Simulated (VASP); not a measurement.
# GaCo (Pm-3m) in VASP: notebook

GaCo is run at these levels: LDA; tasks: single point.

All numbers are computed with VASP 6.6.1; they aren't measurements. Logs are shortened: lines on timing, memory, paths and dates and some standing lists are left out, and cuts for length are marked.

## 1. The cell of the first run

Symmetry: Pm-3m, No. 221, cubic system. Conventional cell: a = 2.799 Å, b = 2.799 Å, c = 2.799 Å, α = 90.00°, β = 90.00°, γ = 90.00°. Within 3.2 Å of Ga (site symmetry m-3m) lie 8 Co at 2.42 Å and 6 Ga at 2.80 Å. Within 3.2 Å of Co (site symmetry m-3m) lie 8 Ga at 2.42 Å and 6 Co at 2.80 Å.

## 2. Single point, LDA, collinear spin, ferromagnetic start (volume scaled by 0.92)

The input, INCAR:

```
SYSTEM = GaCo
ALGO     = Normal         ! electronic algorithm
EDIFF    = 1E-6           ! SCF threshold, eV
ENCUT    = 520            ! plane-wave cutoff, eV
GGA      = CA             ! functional
ISIF     = 2              ! what is computed and relaxed
ISMEAR   = -1             ! smearing method
ISPIN    = 2              ! spin polarisation
LASPH    = .TRUE.         ! aspherical terms in the spheres
LCHARG   = .TRUE.         ! write CHGCAR
LELF     = .TRUE.         ! ELF
LMAXMIX  = 4              ! l up to which the mixer works
LORBIT   = 11             ! projections on sites
LREAL    = .FALSE.        ! projectors in reciprocal space
LVHAR    = .TRUE.       
LWAVE    = .FALSE.        ! write WAVECAR
MAGMOM   = 0 2            ! initial moments
NBANDS   = 22             ! bands
NELM     = 150            ! most SCF steps
PREC     = Accurate       ! precision mode
SIGMA    = 0.08           ! smearing width, eV
```

The input, KPOINTS:

```
k-points
0
G
  11 11 11
  0 0 0
```

The input, POSCAR:

```
GaCo
1.0
    2.7991106419      0.0000000000      0.0000000000
    0.0000000000      2.7991106419      0.0000000000
    0.0000000000      0.0000000000      2.7991106419
Ga Co
1 1
Direct
    0.5000000000      0.5000000000      0.5000000000
    0.0000000000      0.0000000000      0.0000000000
```

Potentials or basis: VASP PAW LDA potentials, release 64 (Ga_d, Co).

On the command line:

```console
cat potpaw_LDA.64/Ga_d/POTCAR potpaw_LDA.64/Co/POTCAR > POTCAR
mpirun -np 1 vasp_std > vasp.out
```

OUTCAR:

```text
SYSTEM = GaCo
   EDIFF = 1E-6
   ENCUT = 520
   GGA = CA
   ISIF = 2
   ISMEAR = -1
   ISPIN = 2
   LASPH = .TRUE.
   LORBIT = 11
   LREAL = .FALSE.
   NELM = 150
   PREC = Accurate

 ion  position               nearest neighbor table
   1  0.500  0.500  0.500-   2 2.42   2 2.42   2 2.42   2 2.42   2 2.42   2 2.42   2 2.42   2 2.42

   2  0.000  0.000  0.000-   1 2.42   1 2.42   1 2.42   1 2.42   1 2.42   1 2.42   1 2.42   1 2.42

  LATTYP: Found a simple cubic cell.
 ALAT       =     2.7991106419

  Lattice vectors:

 A1 = (   2.7991106419,   0.0000000000,   0.0000000000)
 A2 = (   0.0000000000,   2.7991106419,   0.0000000000)
 A3 = (   0.0000000000,   0.0000000000,   2.7991106419)

Analysis of symmetry for initial positions (statically):
=====================================================================
 Subroutine PRICEL returns:
 Original cell was already a primitive cell.

 Routine SETGRP: Setting up the symmetry group for a
 simple cubic supercell.

 Subroutine GETGRP returns: Found 48 space group operations
 (whereof 48 operations were pure point group operations)
 out of a pool of 48 trial point group operations.

The static configuration has the point symmetry O_h .

Analysis of symmetry for dynamics (positions and initial velocities):
=====================================================================
 Subroutine PRICEL returns:
 Original cell was already a primitive cell.

 Routine SETGRP: Setting up the symmetry group for a
 simple cubic supercell.

 Subroutine GETGRP returns: Found 48 space group operations
 (whereof 48 operations were pure point group operations)
 out of a pool of 48 trial point group operations.

The dynamic configuration has the point symmetry O_h .

Analysis of structural, dynamic, and magnetic symmetry:
=====================================================================
 Subroutine PRICEL returns:
 Original cell was already a primitive cell.

 Routine SETGRP: Setting up the symmetry group for a
 simple cubic supercell.

 Subroutine GETGRP returns: Found 48 space group operations
 (whereof 48 operations were pure point group operations)
 out of a pool of 48 trial point group operations.

The overall configuration has the point symmetry O_h .

 Subroutine INISYM returns: Found 48 space group operations
 (whereof 48 operations are pure point group operations),
 and found     1 'primitive' translations

----------------------------------------------------------------------------------------

                                     Primitive cell

  volume of cell :      21.9311

  direct lattice vectors                    reciprocal lattice vectors
     2.799110642  0.000000000  0.000000000     0.357256332  0.000000000  0.000000000
     0.000000000  2.799110642  0.000000000     0.000000000  0.357256332  0.000000000
     0.000000000  0.000000000  2.799110642     0.000000000  0.000000000  0.357256332

  length of vectors
     2.799110642  2.799110642  2.799110642     0.357256332  0.357256332  0.357256332

  position of ions in fractional coordinates (direct lattice)
     0.500000000  0.500000000  0.500000000
     0.000000000  0.000000000  0.000000000

  ion indices of the primitive-cell ions
   primitive index   ion index
                 1           1
                 2           2

----------------------------------------------------------------------------------------

 KPOINTS: k-points

Automatic generation of k-mesh.
 Grid dimensions read from file:
 generate k-points for:   11   11   11

 Generating k-lattice:

  Cartesian coordinates                     Fractional coordinates (reciprocal lattice)
     0.032477848  0.000000000  0.000000000     0.090909091  0.000000000  0.000000000
     0.000000000  0.032477848  0.000000000     0.000000000  0.090909091  0.000000000
     0.000000000  0.000000000  0.032477848     0.000000000  0.000000000  0.090909091

  Length of vectors
     0.032477848  0.032477848  0.032477848

  Shift w.r.t. Gamma in fractional coordinates (k-lattice)
     0.000000000  0.000000000  0.000000000

 Subroutine IBZKPT returns following result:
 ===========================================

 Found     56 irreducible k-points:

 Following reciprocal coordinates:
            Coordinates               Weight
  0.000000  0.000000  0.000000      1.000000
  0.090909  0.000000  0.000000      6.000000
  0.181818  0.000000  0.000000      6.000000
  0.272727  0.000000  0.000000      6.000000
  0.363636  0.000000  0.000000      6.000000
  0.454545  0.000000  0.000000      6.000000
[... 16 lines left out ...]
  0.181818  0.090909  0.090909     24.000000
  0.272727  0.090909  0.090909     24.000000
 [... further k-points ...]
   k-points           NKPTS =     56   k-points in BZ     NKDIM =     56   number of bands    NBANDS=     22
   number of dos      NEDOS =    301   number of ions     NIONS =      2
   total plane-waves  NPLWV =  13824
   dimension x,y,z NGX =    24 NGY =   24 NGZ =   24
   dimension x,y,z NGXF=    48 NGYF=   48 NGZF=   48
   ions per type =               1   1
   NGX,Y,Z   is equivalent  to a cutoff of  14.25, 14.25, 14.25 a.u.
   NGXF,Y,Z  is equivalent  to a cutoff of  28.51, 28.51, 28.51 a.u.
 SYSTEM =  GaCo
   PREC   = accura    normal or accurate (medium, high low for compatibility)
   ISTART =      0    job   : 0-new  1-cont  2-samecut
   ICHARG =      2    charge: 1-file 2-atom 10-const
   ISPIN  =      2    spin polarized calculation?
   LNONCOLLINEAR =      F non collinear calculations
   LSORBIT =      F    spin-orbit coupling
   LASPH  =      T    aspherical Exc in radial PAW
   ENCUT  =  520.0 eV  38.22 Ry    6.18 a.u.   5.20  5.20  5.20*2*pi/ulx,y,z
   NELM   =    150;   NELMIN=  2; NELMDL= -5     # of ELM steps
   EDIFF  = 0.1E-05   stopping-criterion for ELM
   LREAL  =      F    real-space projection
   EDIFFG = 0.1E-04   stopping-criterion for IOM
   NSW    =      0    number of steps for IOM
   IBRION =     -1    ionic relax: 0-MD 1-quasi-New 2-CG
   NFREE  =      0    steps in history (QN), initial steepest desc. (CG)
   ISIF   =      2    stress and relaxation
   ISYM   =      2    0-nonsym 1-usesym 2-fastsym
   POTIM  = 0.5000    time-step for ionic-motion
   TEBEG  =    0.0;   TEEND  =   0.0 temperature during run
   PSTRESS=    0.0 pullay stress
   NELECT =      22.0000    total number of electrons
   NUPDOWN=      -1.0000    fix difference up-down
   EMIN   =  10.00;   EMAX   =-10.00  energy-range for DOS
   EFERMI =   0.00;   METHOD = LEGACY
   ISMEAR =    -1;   SIGMA  =   0.08  broadening in eV -4-tet -1-fermi 0-gaus
   EFERMI_NEDOS =   21; number of points for ismear=-14 and -15
   IALGO  =     38    algorithm
   IMIX   =      4    mixing-type and parameters
     AMIX     =   0.40;   BMIX     =  1.00
     AMIX_MAG =   1.60;   BMIX_MAG =  1.00
  volume/ion in A,a.u.               =      10.97        74.00
  Fermi-wavevector in a.u.,A,eV,Ry     =   1.638811  3.096905 36.541208  2.685703
  Thomas-Fermi vector in A             =   2.729722
   LORBIT       =     11    0 simple, 1 ext, 2 COOP (PROOUT), +10 PAW based schemes
   GGA     = CA    functional components
   LHFCALC =     F    Hartree Fock is set to
   AEXX    =    0.0000 exact exchange contribution
   IVDW    =     0    specifies the selected vdW correction
   LEPSILON=     F    determine dielectric tensor
   LRPA    =     F    only Hartree local field effects (RPA)
 spin polarized calculation
  energy-cutoff  :      520.00
  volume of cell :       21.93
 maximum number of plane-waves:       619
 NGX is ok and might be reduce to    24
   NGX = 11   NGY = 11   NGZ = 11

 number of electron      21.9999989 magnetization      -0.0003298

 number of electron      21.9999989 magnetization       0.0005678

 Free energy of the ion-electron system (eV)
  ---------------------------------------------------
  ext. energy  EPLUGINS =         0.00000000
  ---------------------------------------------------
  free energy    TOTEN  =       -12.54054688 eV

  energy without entropy =      -12.51638039  energy(sigma->0) =      -12.52846363

 E-fermi :  10.6785     XC(G=0): -14.0366

 val. band max:       10.6382067863   @ k =   0.4545   0.3636   0.2727
 cond. band min:      10.7279066452   @ k =   0.4545   0.3636   0.0909
 fundamental gap:      0.0896998589
 Fermi energy:        10.6785429406

 spin component 1

 k-point     1 :       0.0000    0.0000    0.0000
  band No.  band energies     occupation
      1      -4.7226      1.00000
      2      -4.7226      1.00000
      3      -4.2898      1.00000
      4      -4.2898      1.00000
      5      -4.2898      1.00000
      6      -2.0761      1.00000
[... 14 lines left out ...]
     21      37.7248      0.00000
     22      37.7248      0.00000

 k-point     2 :       0.0909    0.0000    0.0000
  band No.  band energies     occupation
      1      -4.7166      1.00000
      2      -4.6960      1.00000
      3      -4.2994      1.00000
      4      -4.2994      1.00000
      5      -4.2874      1.00000
      6      -1.9096      1.00000
[... 14 lines left out ...]
     21      35.7629      0.00000
     22      36.4393      0.00000

 k-point     3 :       0.1818    0.0000    0.0000
  band No.  band energies     occupation
      1      -4.7008      1.00000
      2      -4.6273      1.00000
      3      -4.3249      1.00000
      4      -4.3249      1.00000
      5      -4.2810      1.00000
      6      -1.4088      1.00000
[... 14 lines left out ...]
     21      33.2785      0.00000
     22      36.5123      0.00000
[... 476 lines left out ...]
 k-point    23 :       0.1818    0.0909    0.0909
  band No.  band energies     occupation
      1      -4.6594      1.00000
      2      -4.6022      1.00000
      3      -4.3414      1.00000
      4      -4.3378      1.00000
      5      -4.3032      1.00000
      6      -1.0817      1.00000
[... 14 lines left out ...]
     21      34.1719      0.00000
     22      36.2042      0.00000

 k-point    24 :       0.2727    0.0909    0.0909
  band No.  band energies     occupation
      1      -4.6406      1.00000
      2      -4.5133      1.00000
      3      -4.3836      1.00000
      4      -4.3728      1.00000
      5      -4.2971      1.00000
      6      -0.2618      1.00000
[... 14 lines left out ...]
     21      32.3468      0.00000
     22      34.9985      0.00000

 [... further k-points ...]

 spin component 2

 k-point     1 :       0.0000    0.0000    0.0000
  band No.  band energies     occupation
      1      -4.7225      1.00000
      2      -4.7225      1.00000
      3      -4.2898      1.00000
      4      -4.2898      1.00000
      5      -4.2898      1.00000
      6      -2.0761      1.00000
[... 14 lines left out ...]
     21      37.7248      0.00000
     22      37.7248      0.00000

 k-point     2 :       0.0909    0.0000    0.0000
  band No.  band energies     occupation
      1      -4.7166      1.00000
      2      -4.6960      1.00000
      3      -4.2994      1.00000
      4      -4.2994      1.00000
      5      -4.2874      1.00000
      6      -1.9096      1.00000
[... 14 lines left out ...]
     21      35.7630      0.00000
     22      36.4393      0.00000

 k-point     3 :       0.1818    0.0000    0.0000
  band No.  band energies     occupation
      1      -4.7007      1.00000
      2      -4.6272      1.00000
      3      -4.3249      1.00000
      4      -4.3249      1.00000
      5      -4.2810      1.00000
      6      -1.4089      1.00000
[... 14 lines left out ...]
     21      33.2785      0.00000
     22      36.5123      0.00000
[... 476 lines left out ...]
 k-point    23 :       0.1818    0.0909    0.0909
  band No.  band energies     occupation
      1      -4.6594      1.00000
      2      -4.6022      1.00000
      3      -4.3414      1.00000
      4      -4.3378      1.00000
      5      -4.3032      1.00000
      6      -1.0817      1.00000
[... 14 lines left out ...]
     21      34.1719      0.00000
     22      36.2042      0.00000

 k-point    24 :       0.2727    0.0909    0.0909
  band No.  band energies     occupation
      1      -4.6406      1.00000
      2      -4.5133      1.00000
      3      -4.3836      1.00000
      4      -4.3727      1.00000
      5      -4.2971      1.00000
      6      -0.2618      1.00000
[... 14 lines left out ...]
     21      32.3468      0.00000
     22      34.9985      0.00000

 [... further k-points ...]
[... 5 lines left out ...]
  --------------------------------------------------------------------------------------
  -------------------------------------------------------------------------------------
  Total        0.4441731      0.4441731      0.4441731      0.0000000     -0.0000000      0.0000000
  in kB       32.4490959     32.4490959     32.4490959      0.0000000     -0.0000000      0.0000000
  external PRESSURE =      32.4490959 kB  Pullay stress =       0.0000000 kB

 VOLUME and BASIS-vectors are now :
 -----------------------------------------------------------------------------
  energy-cutoff  :      520.00
  volume of cell :       21.93
      direct lattice vectors                 reciprocal lattice vectors
     2.799110642  0.000000000  0.000000000     0.357256332  0.000000000  0.000000000
     0.000000000  2.799110642  0.000000000     0.000000000  0.357256332  0.000000000
     0.000000000  0.000000000  2.799110642     0.000000000  0.000000000  0.357256332

 POSITION                                       TOTAL-FORCE (eV/Angst)
 -----------------------------------------------------------------------------------
      1.39956      1.39956      1.39956         0.000000      0.000000      0.000000
      0.00000      0.00000      0.00000         0.000000      0.000000      0.000000
 -----------------------------------------------------------------------------------
    total drift:                                0.000000      0.000000     -0.000000

  FREE ENERGIE OF THE ION-ELECTRON SYSTEM (eV)
  ---------------------------------------------------
  free  energy   TOTEN  =       -12.5405468756 eV

  energy  without entropy=      -12.5163803893  energy(sigma->0) =      -12.52846363

 total charge

# of ion       s       p       d       tot
------------------------------------------
    1        0.871   0.980  10.085  11.936
    2        0.418   0.519   7.597   8.534
--------------------------------------------------
tot          1.289   1.498  17.682  20.469

 magnetization (x)

# of ion       s       p       d       tot
------------------------------------------
    1       -0.000  -0.000  -0.000  -0.000
    2        0.000  -0.000   0.000   0.000
--------------------------------------------------
tot         -0.000  -0.000   0.000   0.000
```

Run time: 29 s. Hardware: 1 thread of Intel Xeon Platinum 8488C (Sapphire Rapids), shared host; peak memory 0.16 GiB.

What came out:

```yaml
Free_energy: -12.5405 eV
Pressure: 3.2 GPa
Band_gap_on_the_k_mesh: zero (filled and empty bands overlap)
Net_moment: 0.00 μB per cell
Valence_electrons_inside_the_program's_atomic_spheres: Ga 11.94; Co 8.53
```

Levels at points of the mesh, in eV from the Fermi level:
Spin up:
```
           k point  band 7  band 8  band 9  band 10  band 11  band 12  band 13  band 14  band 15  band 16
(0.00, 0.00, 0.00)   -2.86   -2.86   -0.78    -0.78    -0.78     5.48     5.48     5.48    11.78    11.78
```
Spin down:
```
           k point  band 7  band 8  band 9  band 10  band 11  band 12  band 13  band 14  band 15  band 16
(0.00, 0.00, 0.00)   -2.86   -2.86   -0.78    -0.78    -0.78     5.48     5.48     5.48    11.78    11.78
```

Caveat: the cell differs from its parent crystal (volume scaled by 0.92); the starting moments collapsed, and a magnetic state may lie lower.

## 3. Single point, LDA, collinear spin, ferromagnetic start (volume scaled by 0.96)

The input, INCAR:

```
PREC = Accurate
ENCUT = 520
EDIFF = 1E-6
ISMEAR = -1
SIGMA = 0.08
LREAL = False
LASPH = True
NELM = 150
ALGO = Normal
ISIF = 2
LWAVE = False
LCHARG = False
ISPIN = 2
MAGMOM = 0 2
LORBIT = 11
LMAXMIX = 4
NBANDS = 22
```

The input, KPOINTS:

```
regular mesh
0
Gamma
  11 11 11
```

The input, POSCAR:

```
GaCo
1.0
    2.8391033400      0.0000000000      0.0000000000
    0.0000000000      2.8391033400      0.0000000000
    0.0000000000      0.0000000000      2.8391033400
Ga Co
1 1
Direct
    0.5000000000      0.5000000000      0.5000000000
    0.0000000000      0.0000000000      0.0000000000
```

Potentials or basis: VASP PAW LDA potentials, release 64 (Ga_d, Co).

On the command line:

```console
cat potpaw_LDA.64/Ga_d/POTCAR potpaw_LDA.64/Co/POTCAR > POTCAR
mpirun -np 1 vasp_std > vasp.out
```

Run time: 24 s. Hardware: 1 thread of Intel Xeon Platinum 8488C (Sapphire Rapids), shared host; peak memory 0.16 GiB.

Results (log left out):

| Item | Value |
| --- | --- |
| Free energy | -12.5321 eV |
| Pressure | -5.8 GPa |
| Band gap on the k mesh | zero (filled and empty bands overlap) |
| Net moment | 0.00 μB per cell |
| Valence electrons inside the program's atomic spheres | Ga 11.86; Co 8.45 |

Levels at points of the mesh, in eV from the Fermi level:
Spin up:
```
           k point  band 8  band 9  band 10  band 11  band 12  band 13  band 14  band 15
(0.00, 0.00, 0.00)   -2.69   -0.73    -0.73    -0.73     5.34     5.34     5.34    11.49
```
Spin down:
```tsv
k point	band 7	band 8	band 9	band 10	band 11	band 12	band 13	band 14	band 15	band 16
(0.00, 0.00, 0.00)	-2.69	-2.69	-0.73	-0.73	-0.73	5.34	5.34	5.34	11.49	11.49
```

Caveat: the cell differs from its parent crystal (volume scaled by 0.96); the starting moments collapsed, and a magnetic state may lie lower.

## 4. Single point, LDA, collinear spin, ferromagnetic start

This run uses another cell than the first one, of 11.92 Å³/atom, 1.087 times its volume.

The input, INCAR:

```
SYSTEM = GaCo
ALGO = Normal
EDIFF = 1E-6
ENCUT = 520
ISIF = 2
ISMEAR = -1
ISPIN = 2
LASPH = .TRUE.
LCHARG = .TRUE.
LELF = .TRUE.
LMAXMIX = 4
LORBIT = 11
LREAL = .FALSE.
LVHAR = .TRUE.
LWAVE = .FALSE.
MAGMOM = 0 2
NBANDS = 22
NELM = 150
PREC = Accurate
SIGMA = 0.08
```

The input, KPOINTS:

```
k-points
0
G
  11 11 11
  0 0 0
```

The input, POSCAR:

```
GaCo
1.0
    2.8780000000      0.0000000000      0.0000000000
    0.0000000000      2.8780000000      0.0000000000
    0.0000000000      0.0000000000      2.8780000000
Ga Co
1 1
Direct
    0.5000000000      0.5000000000      0.5000000000
    0.0000000000      0.0000000000      0.0000000000
```

On the command line:

```console
cat potpaw_LDA.64/Ga_d/POTCAR potpaw_LDA.64/Co/POTCAR > POTCAR
mpirun -np 1 vasp_std > vasp.out
```

Wall time 28 s (1 thread of Intel Xeon Platinum 8488C (Sapphire Rapids), shared host); peak memory 0.16 GiB.

Results (log left out):

```
Free energy                                           : -12.4761 eV
Pressure                                              : -12.8 GPa
Band gap on the k mesh                                : zero (filled and empty bands overlap)
Net moment                                            : 0.00 μB per cell
Valence electrons inside the program's atomic spheres : Ga 11.80; Co 8.37
```

Levels at points of the mesh, in eV from the Fermi level:
Spin up:
```tsv
k point	band 7	band 8	band 9	band 10	band 11	band 12	band 13	band 14	band 15	band 16
(0.00, 0.00, 0.00)	-2.53	-2.53	-0.68	-0.68	-0.68	5.20	5.20	5.20	11.22	11.22
```
Spin down:
```
           k point  band 8  band 9  band 10  band 11  band 12  band 13  band 14  band 15
(0.00, 0.00, 0.00)   -2.53   -0.68    -0.68    -0.68     5.20     5.20     5.20    11.22
```

Caveat: the starting moments collapsed, and a magnetic state may lie lower.
